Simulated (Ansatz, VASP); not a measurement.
BAs: VASP beside Ansatz

```
CELL_PARAMETERS angstrom
0.00000 2.40469 2.40469
2.40469 0.00000 2.40469
2.40469 2.40469 0.00000
ATOMIC_POSITIONS crystal
B 0.25000 0.25000 0.25000
As 0.50000 0.50000 0.50000
```

Alike in both runs: task single point; functional PBE; k mesh 10 × 10 × 10; occupations gaussian, width 0.02 eV; no spin polarisation.

```csv
,VASP,Ansatz
version,VASP 6.6.1,Ansatz 0.2.0
potentials or method,"VASP PAW PBE potentials, release 64 (B, As), cutoff 500 eV","scalar-relativistic, plane waves, PAW"
valence electrons in the cell,8,18
```

|  | VASP | Ansatz | Ansatz less VASP |
| --- | --- | --- | --- |
| gap on the k mesh at the Fermi level (eV) | 1.20 | 1.20 | +0.008 |
| pressure (GPa) | 0.6 | 0.0 | -0.60 |

VASP's potentials hold 8 valence electrons a cell and Ansatz's 18, so a difference there can come from the potentials and not from the codes.
